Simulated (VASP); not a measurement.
Write the native input for VASP 6.6.1 that does the following.

```yaml
Task: single point
Functional: BLYP
Dispersion: D4
Potentials_or_basis: VASP PAW PBE potentials, release 64 (Fe, O)
Cutoff: 520 eV
k_mesh: 11 × 11 × 11
Occupations: fermi-dirac, width 0.05 eV
Spin: collinear spin, ferromagnetic start
Starting_moments: "[3.0, 0.0] μB"
Dipole_correction: no
Further_INCAR_settings: ALGO = Normal; EDIFF = 1e-06; NBANDS = 18
```

The structure of FeO (Wuestite) lies in POSCAR:

```
FeO
1.0
    0.0000000000      2.1696745882      2.1696745882
    2.1696745882      0.0000000000      2.1696745882
    2.1696745882      2.1696745882      0.0000000000
Fe O
1 1
Direct
    0.0000000000      0.0000000000      0.0000000000
    0.5000000000      0.5000000000      0.5000000000
```

One way to write it, as run:

INCAR

```
AGGAC    = 1.0          
AGGAX    = 1.0          
ALDAC    = 0.0          
ALDAX    = 1.0          
ALGO     = Normal         # electronic algorithm
EDIFF    = 1E-6           # SCF threshold, eV
ENCUT    = 520            # plane-wave cutoff, eV
GGA      = B5             # functional
ISIF     = 2              # what is computed and relaxed
ISMEAR   = -1             # smearing method
ISPIN    = 2              # spin polarisation
IVDW     = 13             # dispersion correction
LASPH    = True           # aspherical terms in the spheres
LCHARG   = False          # write CHGCAR
LMAXMIX  = 4              # l up to which the mixer works
LORBIT   = 11             # projections on sites
LREAL    = False          # projectors in reciprocal space
LWAVE    = False          # write WAVECAR
MAGMOM   = 3 0            # initial moments
NBANDS   = 18             # bands
NELM     = 150            # most SCF steps
PREC     = Accurate       # precision mode
SIGMA    = 0.05           # smearing width, eV
VDW_A1   = 0.44488865   
VDW_A2   = 4.0933009    
VDW_S6   = 1.0          
VDW_S8   = 2.34076671
```

KPOINTS

```
k-points
0
Gamma
  11 11 11
```

Potentials or basis: VASP PAW PBE potentials, release 64 (Fe, O).

The run is started by

```sh
$ cat potpaw_PBE.64/Fe/POTCAR potpaw_PBE.64/O/POTCAR > POTCAR
$ mpirun -np 1 vasp_std > vasp.out
```

Results of the run:

- Pressure: -5.3 GPa
- Band gap on the k mesh: zero (filled and empty bands overlap)
- Net moment: 4.00 μB per cell
- Site moments: Fe +3.60; O +0.32 μB
- Valence electrons inside the program's atomic spheres: Fe 6.72; O 5.00
- Dispersion energy per atom: -0.633 eV

Caveat: the PAW data sets were made with another functional, which shifts forces and pressure a little; a cell with one magnetic atom can't hold antiferromagnetic order, which such compounds often take; semilocal functionals often make such compounds metallic where correlation or magnetic order opens a gap, which also shifts bond lengths; pairwise dispersion overbinds metals, which lowers pressure and volume.

Wall time 72 s on 1 thread of Intel(R) Xeon(R) Platinum 8259CL CPU @ 2.50GHz (Skylake/Cascade Lake), with other jobs on the host, peak memory 0.17 GiB.
